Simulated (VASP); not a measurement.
Write the native input for VASP 6.6.1 that does the following.

```
Task                   : relaxation of cell and atoms
Functional             : PBE
Potentials or basis    : VASP PAW PBE potentials, release 64 (Cs_sv, Zn, Mo_sv)
Cutoff                 : 600 eV
k mesh                 : 4 × 4 × 4
Occupations            : gaussian, width 0.1 eV
Spin                   : no spin polarisation
Dipole correction      : no
Further INCAR settings : ALGO = Fast; EDIFF = 1e-06; IBRION = 2; EDIFFG = -0.04; NSW = 90; ISIF = 3
```

The structure of CsZn4Mo lies in POSCAR:

```
CsZn4Mo
1.0
    4.2079995600      0.0000000000      0.0000000000
    0.0000000000      4.2079995600      0.0000000000
    0.0000000000      0.0000000000      6.4486992300
Cs Zn Mo
1 4 1
Direct
    0.0000000000      0.0000000000      0.0000000000
    0.5000000000      0.0000000000      0.7141391600
    0.0000000000      0.5000000000      0.2858608400
    0.5000000000      0.0000000000      0.2858608400
    0.0000000000      0.5000000000      0.7141391600
    0.5000000000      0.5000000000      0.5000000000
```

The cell was generated, and may not be a known phase.

One way to write it, as run:

INCAR

```
PREC = Accurate
ENCUT = 600
EDIFF = 1E-6
ISMEAR = 0
SIGMA = 0.1
LREAL = F
LASPH = T
NELM = 80
ALGO = Fast
ISIF = 3
LWAVE = F
LCHARG = F
GGA = PE
IBRION = 2
NSW = 90
EDIFFG = -0.04
```

KPOINTS

```
regular mesh
0
Gamma
  4 4 4
```

Potentials or basis: VASP PAW PBE potentials, release 64 (Cs_sv, Zn, Mo_sv).

The run is started by

```bash
$ cat potpaw_PBE.64/Cs_sv/POTCAR potpaw_PBE.64/Zn/POTCAR potpaw_PBE.64/Mo_sv/POTCAR > POTCAR
$ mpirun -np 1 vasp_std > vasp.out
```

Results of the run:

```json
{
  "Relaxed volume": "27.51 Å³/atom",
  "Relaxed cell": "a = 4.344 Å, b = 4.344 Å, c = 8.748 Å, α = 90.00°, β = 90.00°, γ = 90.00°",
  "Space group after relaxing (to 0.1 Å)": "P4/mmm (No. 123)",
  "Energy gained by relaxing": "607.8 meV/atom",
  "Ionic steps": "11",
  "Pressure after relaxing": "0.0 GPa",
  "Largest force after relaxing": "0.036 eV/Å",
  "Band gap on the k mesh": "zero (an odd number of electrons rules out a gap without spin polarisation)"
}
```

Caveat: the k points lie up to 0.36 Å⁻¹ apart in the final cell, too coarse for converged energies and pressures of a metal; the volume moved by over 15 % at a fixed basis, so the end points are rough; spin-orbit coupling is left out, which moves the levels of the heavy elements.

Run time: 25 min on 1 thread of Oxide Virtual Turin-like Processor, with other jobs on the host, peak memory 0.29 GiB.
